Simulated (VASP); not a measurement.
# Sb in VASP: a series of runs, part 2 of 3

VASP 6.6.1. Earlier steps stand in the parts before.

**3. Electric field gradients, PBEsol (volume scaled by 1.04)**

INCAR reads:

```
SYSTEM = Sb
PREC = Accurate
ENCUT = 520
EDIFF = 1E-8
ISMEAR = -1
SIGMA = 0.03
LREAL = .False.
LASPH = .True.
NELM = 100
ALGO = Normal
ISIF = 2
LWAVE = .False.
LCHARG = .False.
GGA = PS
LEFG = .True.
NBANDS = 8
```

KPOINTS reads:

```
Automatic mesh
0
Gamma
  14 14 14
  0 0 0
```

POSCAR reads:

```
Sb
1.0
    0.0000000000      2.3353324258      2.3353324258
    2.3353324258      0.0000000000      2.3353324258
    2.3353324258      2.3353324258      0.0000000000
Sb
1
Direct
    0.0000000000      0.0000000000      0.0000000000
```

Potentials or basis: VASP PAW PBE potentials, release 64 (Sb).

Launch:

```bash
> cat potpaw_PBE.64/Sb/POTCAR > POTCAR
> mpirun -np 1 vasp_std > vasp.out
```

OUTCAR:

```text
SYSTEM = Sb
   PREC = Accurate
   ENCUT = 520
   EDIFF = 1E-8
   ISMEAR = -1
   LREAL = .False.
   LASPH = .True.
   NELM = 100
   ISIF = 2
   GGA = PS

 ion  position               nearest neighbor table
   1  0.000  0.000  0.000-

  LATTYP: Found a face centered cubic cell.
 ALAT       =     4.6706648516

  Lattice vectors:

 A1 = (   0.0000000000,   2.3353324258,   2.3353324258)
 A2 = (   2.3353324258,   0.0000000000,   2.3353324258)
 A3 = (   2.3353324258,   2.3353324258,   0.0000000000)

Analysis of symmetry for initial positions (statically):
=====================================================================
 Subroutine PRICEL returns:
 Original cell was already a primitive cell.

 Routine SETGRP: Setting up the symmetry group for a
 face centered cubic supercell.

 Subroutine GETGRP returns: Found 48 space group operations
 (whereof 48 operations were pure point group operations)
 out of a pool of 48 trial point group operations.

The static configuration has the point symmetry O_h .

Analysis of symmetry for dynamics (positions and initial velocities):
=====================================================================
 Subroutine PRICEL returns:
 Original cell was already a primitive cell.

 Routine SETGRP: Setting up the symmetry group for a
 face centered cubic supercell.

 Subroutine GETGRP returns: Found 48 space group operations
 (whereof 48 operations were pure point group operations)
 out of a pool of 48 trial point group operations.

The dynamic configuration has the point symmetry O_h .

 Subroutine INISYM returns: Found 48 space group operations
 (whereof 48 operations are pure point group operations),
 and found     1 'primitive' translations
[... 145 lines left out ...]
 fundamental gap:      0.0106808672
 Fermi energy:         9.1547055894

 k-point     1 :       0.0000    0.0000    0.0000
  band No.  band energies     occupation
      1      -4.2704      2.00000
      2      14.8479      0.00000
      3      14.8479      0.00000
      4      14.8479      0.00000
      5      19.2937      0.00000
      6      19.2937      0.00000
      7      19.2937      0.00000
      8      19.3637      0.00000
[... 243 lines left out ...]
 k-point    24 :       0.2857    0.1429    0.0000
  band No.  band energies     occupation
      1      -2.7212      2.00000
      2       8.8984      1.99961
      3      12.0932      0.00000
      4      12.4828      0.00000
      5      16.4563      0.00000
      6      18.1415      0.00000
      7      21.5733      0.00000
      8      21.9067      0.00000

 [... further k-points ...]
[... 5 lines left out ...]
  --------------------------------------------------------------------------------------
  -------------------------------------------------------------------------------------
  Total        0.2929532      0.2929532      0.2929532     -0.0000000      0.0000000     -0.0000000
  in kB       18.4260707     18.4260707     18.4260707     -0.0000000      0.0000000     -0.0000000
  external PRESSURE =      18.4260707 kB  Pullay stress =       0.0000000 kB

 VOLUME and BASIS-vectors are now :
 -----------------------------------------------------------------------------
  energy-cutoff  :      520.00
  volume of cell :       25.47
      direct lattice vectors                 reciprocal lattice vectors
     0.000000000  2.335332426  2.335332426    -0.214102281  0.214102281  0.214102281
     2.335332426  0.000000000  2.335332426     0.214102281 -0.214102281  0.214102281
     2.335332426  2.335332426  0.000000000     0.214102281  0.214102281 -0.214102281

 POSITION                                       TOTAL-FORCE (eV/Angst)
 -----------------------------------------------------------------------------------
      0.00000      0.00000      0.00000         0.000000      0.000000      0.000000
 -----------------------------------------------------------------------------------
    total drift:                                0.000000      0.000000      0.000000

  FREE ENERGIE OF THE ION-ELECTRON SYSTEM (eV)
  ---------------------------------------------------
  free  energy   TOTEN  =        -4.2869660723 eV

  energy  without entropy=       -4.2836318910  energy(sigma->0) =       -4.28529898

 Electric field gradients (V/A^2)
---------------------------------------------------------------------
 ion       V_xx      V_yy      V_zz      V_xy      V_xz      V_yz
---------------------------------------------------------------------
   1      -0.000    -0.000    -0.000     0.000     0.000     0.000
---------------------------------------------------------------------

 Electric field gradients after diagonalization (V/A^2)
 (convention: |V_zz| > |V_xx| > |V_yy|)
----------------------------------------------------------------------
 ion       V_xx      V_yy      V_zz     asymmetry (V_yy - V_xx)/ V_zz
----------------------------------------------------------------------
   1      -0.000    -0.000     0.000       0.000
----------------------------------------------------------------------

           NMR quadrupolar parameters

 Cq : quadrupolar parameter    Cq=e*Q*V_zz/h
 eta: asymmetry parameters     (V_yy - V_xx)/ V_zz
 Q  : nuclear electric quadrupole moment in mb (millibarn)
----------------------------------------------------------------------
 ion       Cq(MHz)       eta       Q (mb)
----------------------------------------------------------------------
   1       0.000       0.000       1.000
----------------------------------------------------------------------
```

OSZICAR:

```text
N       E                     dE             d eps       ncg     rms          rms(c)
DAV:   1     0.442490644080E+01    0.44249E+01   -0.16895E+03  1680   0.405E+02
DAV:   2    -0.420607756241E+01   -0.86310E+01   -0.83208E+01  2336   0.520E+01
DAV:   3    -0.429428689907E+01   -0.88209E-01   -0.87918E-01  1968   0.587E+00
DAV:   4    -0.429452975429E+01   -0.24286E-03   -0.24274E-03  2624   0.380E-01
DAV:   5    -0.429453008353E+01   -0.32923E-06   -0.33029E-06  2120   0.917E-03    0.181E+00
DAV:   6    -0.428969741534E+01    0.48327E-02   -0.19072E-03  2008   0.206E-01    0.104E+00
DAV:   7    -0.428697457465E+01    0.27228E-02   -0.38889E-03  1920   0.294E-01    0.376E-02
DAV:   8    -0.428696659232E+01    0.79823E-05   -0.36978E-05  2288   0.494E-02    0.685E-03
DAV:   9    -0.428696653187E+01    0.60449E-07   -0.41038E-07  2448   0.482E-03    0.122E-03
DAV:  10    -0.428696618967E+01    0.34220E-06   -0.82210E-08  2112   0.150E-03    0.158E-03
DAV:  11    -0.428696607974E+01    0.10993E-06   -0.92579E-10  2192   0.253E-04    0.302E-04
DAV:  12    -0.428696607232E+01    0.74242E-08   -0.97431E-11  1280   0.541E-05
   1 F= -.42869661E+01 E0= -.42852990E+01  d E =-.333418E-02
```

stdout:

```text
POSCAR found type information on POSCAR Sb
 POSCAR found :  1 types and       1 ions
 scaLAPACK will be used
 -----------------------------------------------------------------------------
|                                                                             |
|                                                                             |
|     You enforced a specific xc type in the INCAR file but a different       |
|     I HOPE YOU KNOW WHAT YOU ARE DOING!                                     |
|                                                                             |
 -----------------------------------------------------------------------------

 LDA part: xc-table for (Slater+PW92), standard interpolation
 POSCAR, INCAR and KPOINTS ok, starting setup
 FFT: planning ... GRIDC
 FFT: planning ... GRID_SOFT
 FFT: planning ... GRID
 WAVECAR not read
 entering main loop
ion   1
```

It took 12 s on 1 thread of Intel Xeon 6975P-C (Granite Rapids), shared host; peak memory 0.17 GiB.

What came out:

```yaml
Free_energy: -4.2870 eV
Pressure: 1.8 GPa
```

Levels at points of the mesh, in eV from the Fermi level:
```tsv
k point	band 1	band 2	band 3	band 4	band 5	band 6
(0.00, 0.00, 0.00)	-13.43	5.69	5.69	5.69	10.14	10.14
(0.50, 0.00, 0.00)	-9.35	-6.23	3.86	3.86	8.51	9.23
(0.50, 0.50, 0.00)	-7.57	-5.27	0.35	0.35	4.14	4.56
```

Caveat: without QUAD_EFG the Cq values of the log hold for a quadrupole moment of 1 mb, not for the nuclei; the PAW data sets were made with another functional, which shifts forces and pressure a little; spin-orbit coupling is left out, which moves the levels of the heavy elements.

**4. Electric field gradients, PBEsol (equal xx and yy strain of -2 %)**

INCAR reads:

```
SYSTEM = Sb
  PREC = Accurate
  ENCUT = 520
  EDIFF = 1E-8
  ISMEAR = -1
  SIGMA = 0.03
  LREAL = .False.
  LASPH = .True.
  NELM = 60
  ALGO = Normal
  ISIF = 2
  LWAVE = .False.
  LCHARG = .False.
  GGA = PS
  LEFG = .True.
  NBANDS = 8
```

KPOINTS is that of step 3.

POSCAR reads:

```
Sb
1.0
    0.0000000000      2.2589000000      2.3050000000
    2.2589000000      0.0000000000      2.3050000000
    2.2589000000      2.2589000000      0.0000000000
Sb
1
Direct
    0.0000000000      0.0000000000      0.0000000000
```

Potentials or basis: VASP PAW PBE potentials, release 64 (Sb).

Launch:

```bash
> cat potpaw_PBE.64/Sb/POTCAR > POTCAR
> mpirun -np 1 vasp_std > vasp.out
```

OUTCAR:

```text
SYSTEM = Sb
   PREC = Accurate
   ENCUT = 520
   EDIFF = 1E-8
   ISMEAR = -1
   LREAL = .False.
   LASPH = .True.
   NELM = 60
   ISIF = 2
   GGA = PS

 ion  position               nearest neighbor table
   1  0.000  0.000  0.000-

  LATTYP: Found a body centered tetragonal cell.
 ALAT       =     3.1945670160
 C/A-ratio  =     1.4430750636

  Lattice vectors:

 A1 = (  -2.2589000000,   0.0000000000,   2.3050000000)
 A2 = (   2.2589000000,   0.0000000000,   2.3050000000)
 A3 = (   0.0000000000,   2.2589000000,  -2.3050000000)

Analysis of symmetry for initial positions (statically):
=====================================================================
 Subroutine PRICEL returns:
 Original cell was already a primitive cell.

 Routine SETGRP: Setting up the symmetry group for a
 body centered tetragonal supercell.

 Subroutine GETGRP returns: Found 16 space group operations
 (whereof 16 operations were pure point group operations)
 out of a pool of 16 trial point group operations.
[... 444 lines left out ...]
 -----------------------------------------------------------------------------
  energy-cutoff  :      520.00
  volume of cell :       23.52
      direct lattice vectors                 reciprocal lattice vectors
     0.000000000  2.258900000  2.305000000    -0.221346673  0.221346673  0.216919740
     2.258900000  0.000000000  2.305000000     0.221346673 -0.221346673  0.216919740
     2.258900000  2.258900000  0.000000000     0.221346673  0.221346673 -0.216919740

 POSITION                                       TOTAL-FORCE (eV/Angst)
 -----------------------------------------------------------------------------------
      0.00000      0.00000      0.00000         0.000000      0.000000      0.000000
 -----------------------------------------------------------------------------------
    total drift:                                0.000000     -0.000000     -0.000000

  FREE ENERGIE OF THE ION-ELECTRON SYSTEM (eV)
  ---------------------------------------------------
  free  energy   TOTEN  =        -4.2252701909 eV

  energy  without entropy=       -4.2233373282  energy(sigma->0) =       -4.22430376

 Electric field gradients (V/A^2)
---------------------------------------------------------------------
 ion       V_xx      V_yy      V_zz      V_xy      V_xz      V_yz
---------------------------------------------------------------------
   1       3.292     3.292    -6.585     0.000     0.000     0.000
---------------------------------------------------------------------

 Electric field gradients after diagonalization (V/A^2)
 (convention: |V_zz| > |V_xx| > |V_yy|)
----------------------------------------------------------------------
 ion       V_xx      V_yy      V_zz     asymmetry (V_yy - V_xx)/ V_zz
----------------------------------------------------------------------
   1       3.292     3.292    -6.585       0.000
----------------------------------------------------------------------

           NMR quadrupolar parameters

 Cq : quadrupolar parameter    Cq=e*Q*V_zz/h
 eta: asymmetry parameters     (V_yy - V_xx)/ V_zz
 Q  : nuclear electric quadrupole moment in mb (millibarn)
----------------------------------------------------------------------
 ion       Cq(MHz)       eta       Q (mb)
----------------------------------------------------------------------
   1      -0.016       0.000       1.000
----------------------------------------------------------------------
```

OSZICAR:

```text
N       E                     dE             d eps       ncg     rms          rms(c)
DAV:   1     0.487622463219E+01    0.48762E+01   -0.17381E+03  3960   0.418E+02
DAV:   2    -0.414824179811E+01   -0.90245E+01   -0.86620E+01  5536   0.545E+01
DAV:   3    -0.423292227235E+01   -0.84680E-01   -0.84108E-01  4712   0.601E+00
DAV:   4    -0.423314993915E+01   -0.22767E-03   -0.22767E-03  6280   0.375E-01
DAV:   5    -0.423315028952E+01   -0.35037E-06   -0.35070E-06  4976   0.927E-03    0.212E+00
DAV:   6    -0.422822541877E+01    0.49249E-02   -0.11556E-03  5096   0.162E-01    0.124E+00
DAV:   7    -0.422527855938E+01    0.29469E-02   -0.25389E-03  4560   0.239E-01    0.304E-02
DAV:   8    -0.422527084199E+01    0.77174E-05   -0.25333E-05  5592   0.412E-02    0.795E-03
DAV:   9    -0.422527039871E+01    0.44328E-06   -0.40649E-07  5456   0.432E-03    0.144E-03
DAV:  10    -0.422527032679E+01    0.71920E-07   -0.35981E-08  5184   0.106E-03    0.165E-03
DAV:  11    -0.422527019281E+01    0.13398E-06   -0.54591E-10  4704   0.202E-04    0.178E-04
DAV:  12    -0.422527019094E+01    0.18748E-08   -0.55084E-11  2904   0.454E-05
   1 F= -.42252702E+01 E0= -.42243038E+01  d E =-.193286E-02
```

Wall time 22 s (1 thread of AMD EPYC 7R13, shared host); peak memory 0.17 GiB.

What came out:

| Quantity | Value |
| --- | --- |
| Free energy | -4.2253 eV |
| Pressure | 9.2 GPa |

Levels at points of the mesh, in eV from the Fermi level:
| k point | band 1 | band 2 | band 3 | band 4 | band 5 |
| --- | --- | --- | --- | --- | --- |
| (0.00, 0.00, 0.00) | -14.10 | 6.34 | 6.34 | 6.36 | 10.20 |
| (0.50, 0.00, 0.00) | -9.54 | -6.77 | 4.10 | 4.48 | 8.94 |
| (0.50, 0.50, 0.00) | -7.72 | -5.84 | 0.57 | 0.57 | 4.49 |
| (0.50, 0.00, 0.50) | -7.40 | -5.66 | 0.20 | 0.37 | 4.17 |

Electric field gradients, principal values (V/Å²):
| atom | least | middle | greatest (by size) |
| --- | --- | --- | --- |
| 1 Sb | 3.292 | 3.292 | -6.585 |

Caveat: the cell differs from its parent crystal (equal xx and yy strain of -2 %); without QUAD_EFG the Cq values of the log hold for a quadrupole moment of 1 mb, not for the nuclei; the PAW data sets were made with another functional, which shifts forces and pressure a little; spin-orbit coupling is left out, which moves the levels of the heavy elements.

(Part 2 of 3 ends here.)
